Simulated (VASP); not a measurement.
# Mn (Pm-3n) in VASP: single point with PBE

Aim: the single point of Mn with PBE.

Everything below comes from runs of VASP 6.6.1. Logs are shortened: lines on timing, memory, paths and dates and some standing lists are left out, and cuts for length are marked.

## 1. The cell of the first run

Symmetry: Pm-3n, No. 223, cubic system. Conventional cell: a = 4.419 Å, b = 4.419 Å, c = 4.419 Å, α = 90.00°, β = 90.00°, γ = 90.00°. Within 3.3 Å of Mn (site symmetry m-3) lie 12 Mn at 2.47 Å. Mn (site symmetry -4m2) has 14 Mn at 2.21 to 2.71 Å within 2.9 Å.

## 2. Single point, PBE, collinear spin, ferromagnetic start

Input file INCAR:

```
SYSTEM = Mn
  PREC = Accurate
  ENCUT = 520
  EDIFF = 1E-7
  ISMEAR = -1
  SIGMA = 0.05
  LREAL = .FALSE.
  LASPH = .TRUE.
  NELM = 150
  ALGO = Normal
  ISIF = 2
  LWAVE = .FALSE.
  LCHARG = .FALSE.
  ISPIN = 2
  MAGMOM = 3 3 3 3 3 3 3 3
  LORBIT = 11
  LMAXMIX = 4
  GGA = PE
  NBANDS = 66
```

Input file KPOINTS:

```
Automatic mesh
0
G
  6 6 6
  0 0 0
```

Input file POSCAR:

```
Mn
1.0
    4.4185143547      0.0000000000      0.0000000000
    0.0000000000      4.4185143547      0.0000000000
    0.0000000000      0.0000000000      4.4185143547
Mn
8
Direct
    0.0000000000      0.0000000000      1.0000000000
    0.5000000000      0.5000000000      0.5000000000
    0.2500000000      0.0000000000      0.5000000000
    0.7500000000      0.0000000000      0.5000000000
    0.5000000000      0.2500000000      0.0000000000
    0.5000000000      0.7500000000      0.0000000000
    1.0000000000      0.5000000000      0.2500000000
    1.0000000000      0.5000000000      0.7500000000
```

Potentials or basis: VASP PAW PBE potentials, release 64 (Mn_pv).

Started as:

```sh
cat potpaw_PBE.64/Mn_pv/POTCAR > POTCAR
mpirun -np 1 vasp_std > vasp.out
```

OUTCAR:

```text
SYSTEM = Mn
   PREC = Accurate
   ENCUT = 520
   EDIFF = 1E-7
   ISMEAR = -1
   LREAL = .FALSE.
   LASPH = .TRUE.
   NELM = 150
   ISIF = 2
   ISPIN = 2
   LORBIT = 11
   GGA = PE

 ion  position               nearest neighbor table
   1  0.000  0.000  0.000-   3 2.47   4 2.47   5 2.47   6 2.47   7 2.47   8 2.47   3 2.47   4 2.47
                             7 2.47   8 2.47   5 2.47   6 2.47
   2  0.500  0.500  0.500-   3 2.47   4 2.47   5 2.47   6 2.47   7 2.47   8 2.47   5 2.47   6 2.47
                             3 2.47   4 2.47   7 2.47   8 2.47
   3  0.250  0.000  0.500-   4 2.21   4 2.21   1 2.47   1 2.47   2 2.47   2 2.47   8 2.71   5 2.71
                             5 2.71   6 2.71   6 2.71   7 2.71   8 2.71   7 2.71
   4  0.750  0.000  0.500-   3 2.21   3 2.21   1 2.47   1 2.47   2 2.47   2 2.47   8 2.71   5 2.71
                             5 2.71   6 2.71   6 2.71   7 2.71   8 2.71   7 2.71
   5  0.500  0.250  0.000-   6 2.21   6 2.21   1 2.47   2 2.47   2 2.47   1 2.47   8 2.71   4 2.71
                             3 2.71   4 2.71   3 2.71   7 2.71   7 2.71   8 2.71
   6  0.500  0.750  0.000-   5 2.21   5 2.21   1 2.47   2 2.47   2 2.47   1 2.47   8 2.71   4 2.71
                             3 2.71   4 2.71   3 2.71   7 2.71   7 2.71   8 2.71
   7  0.000  0.500  0.250-   8 2.21   8 2.21   1 2.47   2 2.47   1 2.47   2 2.47   3 2.71   4 2.71
                             5 2.71   3 2.71   4 2.71   6 2.71   5 2.71   6 2.71
   8  0.000  0.500  0.750-   7 2.21   7 2.21   1 2.47   2 2.47   1 2.47   2 2.47   3 2.71   4 2.71
                             5 2.71   3 2.71   4 2.71   6 2.71   5 2.71   6 2.71

  LATTYP: Found a simple cubic cell.
 ALAT       =     4.4185143547

  Lattice vectors:

 A1 = (   4.4185143547,   0.0000000000,   0.0000000000)
 A2 = (   0.0000000000,   4.4185143547,   0.0000000000)
 A3 = (   0.0000000000,   0.0000000000,   4.4185143547)

Analysis of symmetry for initial positions (statically):
=====================================================================
 Subroutine PRICEL returns:
 Original cell was already a primitive cell.

 Routine SETGRP: Setting up the symmetry group for a
 simple cubic supercell.

 Subroutine GETGRP returns: Found 48 space group operations
 (whereof 24 operations were pure point group operations)
 out of a pool of 48 trial point group operations.

The static configuration has the point symmetry T_h .
 The point group associated with its full space group is O_h .

Analysis of symmetry for dynamics (positions and initial velocities):
=====================================================================
 Subroutine PRICEL returns:
 Original cell was already a primitive cell.

 Routine SETGRP: Setting up the symmetry group for a
 simple cubic supercell.

 Subroutine GETGRP returns: Found 48 space group operations
 (whereof 24 operations were pure point group operations)
 out of a pool of 48 trial point group operations.

The dynamic configuration has the point symmetry T_h .
 The point group associated with its full space group is O_h .

Analysis of structural, dynamic, and magnetic symmetry:
=====================================================================
 Subroutine PRICEL returns:
 Original cell was already a primitive cell.

 Routine SETGRP: Setting up the symmetry group for a
 simple cubic supercell.

 Subroutine GETGRP returns: Found 48 space group operations
 (whereof 24 operations were pure point group operations)
 out of a pool of 48 trial point group operations.

The overall configuration has the point symmetry T_h .
 The point group associated with its full space group is O_h .

 Subroutine INISYM returns: Found 48 space group operations
 (whereof 24 operations are pure point group operations),
 and found     1 'primitive' translations

----------------------------------------------------------------------------------------

                                     Primitive cell

  volume of cell :      86.2638

  direct lattice vectors                    reciprocal lattice vectors
     4.418514355  0.000000000  0.000000000     0.226320414  0.000000000  0.000000000
     0.000000000  4.418514355  0.000000000     0.000000000  0.226320414  0.000000000
     0.000000000  0.000000000  4.418514355     0.000000000  0.000000000  0.226320414

  length of vectors
     4.418514355  4.418514355  4.418514355     0.226320414  0.226320414  0.226320414

  position of ions in fractional coordinates (direct lattice)
     0.000000000  0.000000000  0.000000000
     0.500000000  0.500000000  0.500000000
     0.250000000  0.000000000  0.500000000
     0.750000000  0.000000000  0.500000000
[... 76 lines left out ...]
   ISPIN  =      2    spin polarized calculation?
   LNONCOLLINEAR =      F non collinear calculations
   LSORBIT =      F    spin-orbit coupling
   LASPH  =      T    aspherical Exc in radial PAW
   ENCUT  =  520.0 eV  38.22 Ry    6.18 a.u.   8.22  8.22  8.22*2*pi/ulx,y,z
   NELM   =    150;   NELMIN=  2; NELMDL= -5     # of ELM steps
   EDIFF  = 0.1E-06   stopping-criterion for ELM
   LREAL  =      F    real-space projection
   EDIFFG = 0.1E-05   stopping-criterion for IOM
   NSW    =      0    number of steps for IOM
   IBRION =     -1    ionic relax: 0-MD 1-quasi-New 2-CG
   NFREE  =      0    steps in history (QN), initial steepest desc. (CG)
   ISIF   =      2    stress and relaxation
   ISYM   =      2    0-nonsym 1-usesym 2-fastsym
   POTIM  = 0.5000    time-step for ionic-motion
   TEBEG  =    0.0;   TEEND  =   0.0 temperature during run
   PSTRESS=    0.0 pullay stress
   NELECT =     104.0000    total number of electrons
   NUPDOWN=      -1.0000    fix difference up-down
   EMIN   =  10.00;   EMAX   =-10.00  energy-range for DOS
   EFERMI =   0.00;   METHOD = LEGACY
   ISMEAR =    -1;   SIGMA  =   0.05  broadening in eV -4-tet -1-fermi 0-gaus
   EFERMI_NEDOS =   21; number of points for ismear=-14 and -15
   IALGO  =     38    algorithm
   IMIX   =      4    mixing-type and parameters
     AMIX     =   0.40;   BMIX     =  1.00
     AMIX_MAG =   1.60;   BMIX_MAG =  1.00
  volume/ion in A,a.u.               =      10.78        72.77
  Fermi-wavevector in a.u.,A,eV,Ry     =   1.742381  3.292622 41.305789  3.035890
  Thomas-Fermi vector in A             =   2.814656
   LORBIT       =     11    0 simple, 1 ext, 2 COOP (PROOUT), +10 PAW based schemes
   GGA     = PE    functional components
   LHFCALC =     F    Hartree Fock is set to
   AEXX    =    0.0000 exact exchange contribution
   IVDW    =     0    specifies the selected vdW correction
   LEPSILON=     F    determine dielectric tensor
   LRPA    =     F    only Hartree local field effects (RPA)
 spin polarized calculation
  energy-cutoff  :      520.00
  volume of cell :       86.26
 maximum number of plane-waves:      2360
 NGX is ok and might be reduce to    36
   NGX = 17   NGY = 17   NGZ = 17

 number of electron     104.0000000 magnetization      24.0000000

 number of electron     103.9999933 magnetization       0.5746861

 Free energy of the ion-electron system (eV)
  ---------------------------------------------------
  ext. energy  EPLUGINS =         0.00000000
  ---------------------------------------------------
  free energy    TOTEN  =       -71.64955948 eV

  energy without entropy =      -71.54386227  energy(sigma->0) =      -71.59671088

 E-fermi :  10.6460     XC(G=0): -13.9916

 val. band max:       10.6450172168   @ k =   0.5000   0.3333   0.0000
 cond. band min:      10.6570526701   @ k =   0.3333   0.1667   0.0000
 fundamental gap:      0.0120354533
 Fermi energy:        10.6459568407

 spin component 1

 k-point     1 :       0.0000    0.0000    0.0000
  band No.  band energies     occupation
      1     -38.2308      1.00000
      2     -38.2308      1.00000
      3     -38.1398      1.00000
      4     -37.9198      1.00000
      5     -37.9198      1.00000
      6     -37.9198      1.00000
[... 1329 lines left out ...]
     63      11.7727      0.00000
     64      11.7727      0.00000
 Fermi energy:        10.6459568407

 spin component 2

 k-point     1 :       0.0000    0.0000    0.0000
  band No.  band energies     occupation
      1     -38.1809      1.00000
      2     -38.1809      1.00000
      3     -38.0897      1.00000
      4     -37.8363      1.00000
      5     -37.8363      1.00000
      6     -37.8363      1.00000
[... 1329 lines left out ...]
     63      11.8507      0.00000
     64      11.8507      0.00000
 [bands above 64 left out]

------------------------ aborting loop because EDIFF is reached ----------------------------------------

  FORCE on cell =-STRESS in cart. coord.  units (eV):
  Direction    XX          YY          ZZ          XY          YZ          ZX
  --------------------------------------------------------------------------------------
  -------------------------------------------------------------------------------------
  Total       -0.0006983     -0.0006983     -0.0006983     -0.0000000      0.0000000      0.0000000
  in kB       -0.0129696     -0.0129696     -0.0129696     -0.0000000      0.0000000      0.0000000
  external PRESSURE =      -0.0129696 kB  Pullay stress =       0.0000000 kB

 VOLUME and BASIS-vectors are now :
 -----------------------------------------------------------------------------
  energy-cutoff  :      520.00
  volume of cell :       86.26
      direct lattice vectors                 reciprocal lattice vectors
     4.418514355  0.000000000  0.000000000     0.226320414  0.000000000  0.000000000
     0.000000000  4.418514355  0.000000000     0.000000000  0.226320414  0.000000000
     0.000000000  0.000000000  4.418514355     0.000000000  0.000000000  0.226320414

 POSITION                                       TOTAL-FORCE (eV/Angst)
 -----------------------------------------------------------------------------------
      0.00000      0.00000      0.00000         0.000000      0.000000      0.000000
      2.20926      2.20926      2.20926         0.000000      0.000000      0.000000
      1.10463      0.00000      2.20926         0.000000     -0.000000     -0.000000
      3.31389      0.00000      2.20926        -0.000000      0.000000     -0.000000
      2.20926      1.10463      0.00000        -0.000000      0.000000      0.000000
      2.20926      3.31389      0.00000         0.000000      0.000000     -0.000000
      0.00000      2.20926      1.10463        -0.000000      0.000000      0.000000
      0.00000      2.20926      3.31389        -0.000000     -0.000000      0.000000
 -----------------------------------------------------------------------------------
    total drift:                                0.000000      0.000000     -0.000000

  FREE ENERGIE OF THE ION-ELECTRON SYSTEM (eV)
  ---------------------------------------------------
  free  energy   TOTEN  =       -71.6495594832 eV

  energy  without entropy=      -71.5438622714  energy(sigma->0) =      -71.59671088

 total charge

# of ion       s       p       d       tot
------------------------------------------
    1        0.431   6.422   5.160  12.013
    2        0.431   6.422   5.160  12.013
    3        0.419   6.403   5.165  11.988
    4        0.419   6.403   5.165  11.988
    5        0.419   6.403   5.165  11.988
    6        0.419   6.403   5.165  11.988
    7        0.419   6.403   5.165  11.988
    8        0.419   6.403   5.165  11.988
--------------------------------------------------
tot          3.376  51.264  41.313  95.953

 magnetization (x)

# of ion       s       p       d       tot
------------------------------------------
    1        0.000  -0.000   0.125   0.125
    2        0.000  -0.000   0.125   0.125
    3       -0.001  -0.001   0.056   0.054
    4       -0.001  -0.001   0.056   0.054
    5       -0.001  -0.001   0.056   0.054
    6       -0.001  -0.001   0.056   0.054
    7       -0.001  -0.001   0.056   0.054
    8       -0.001  -0.001   0.056   0.054
--------------------------------------------------
tot         -0.004  -0.009   0.586   0.573
```

Run time: 8 min. Hardware: 1 thread of Intel Xeon Platinum 8375C at 2.90GHz (Ice Lake), shared host; peak memory 0.33 GiB.

What came out:

| Item | Value |
| --- | --- |
| Free energy | -71.6496 eV |
| Pressure | 0.0 GPa |
| Net moment | 0.57 μB per cell |
| Site moments | Mn +0.12, +0.05 μB |
| Valence electrons inside the program's atomic spheres | Mn 12.01, 11.99 |
